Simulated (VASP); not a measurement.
NaHF2:

```xyz
4
Lattice="1.7376 1.0032 4.6076 -1.7376 1.0032 4.6076 0.0000 -2.0064 4.6076" Properties=species:S:1:pos:R:3 pbc="T T T"
Na    0.0000    0.0000    0.0000
H     0.0000    0.0000    6.9115
F     0.0000    0.0000    5.7678
F     0.0000    0.0000    8.0551
```

- Program: VASP 6.6.1
- Task: relaxation of cell and atoms
- Functional: LDA
- Potentials or basis: VASP PAW LDA potentials, release 64 (Na_pv, H, F)
- Cutoff: 600 eV
- k mesh: 9 × 9 × 9
- Occupations: gaussian, width 0.02 eV
- Spin: no spin polarisation

At the start: pressure -3.2 GPa; volume 12.05 Å³/atom.

Where does the relaxation end?

Over 13 steps the energy falls by 14.0 meV/atom and the volume is 10.87 Å³/atom (-9.8 %); space group R-3m (No. 166, to 0.05 Å).

The path:
```csv
step,energy change (eV),largest force (eV/Å),pressure (GPa),volume (Å³)
1,0.0000,0.1630,-3.24,48.19
2,-0.0308,0.2071,-2.02,46.51
3,-0.0508,0.2552,0.04,44.28
4,-0.0513,0.2613,0.46,43.87
5,-0.0450,0.5458,-0.68,43.43
6,-0.0542,0.0407,0.05,43.71
7,-0.0547,0.0377,-0.04,43.74
8,-0.0556,0.0274,-0.26,43.80
9,-0.0549,0.0012,-0.61,43.92
10,-0.0557,0.0176,-0.36,43.83
11,-0.0559,0.0643,-0.03,43.63
12,-0.0559,0.0456,-0.10,43.68
13,-0.0561,0.0007,-0.02,43.49
```

Final structure:
```
Na H F
1.0
     1.66421    0.96083    4.53334
    -1.66421    0.96083    4.53334
     0.00000   -1.92166    4.53334
Na H F
1 1 2
Direct
  0.00000 0.00000 0.00000
  0.50000 0.50000 0.50000
  0.41624 0.41624 0.41624
  0.58376 0.58376 0.58376
```
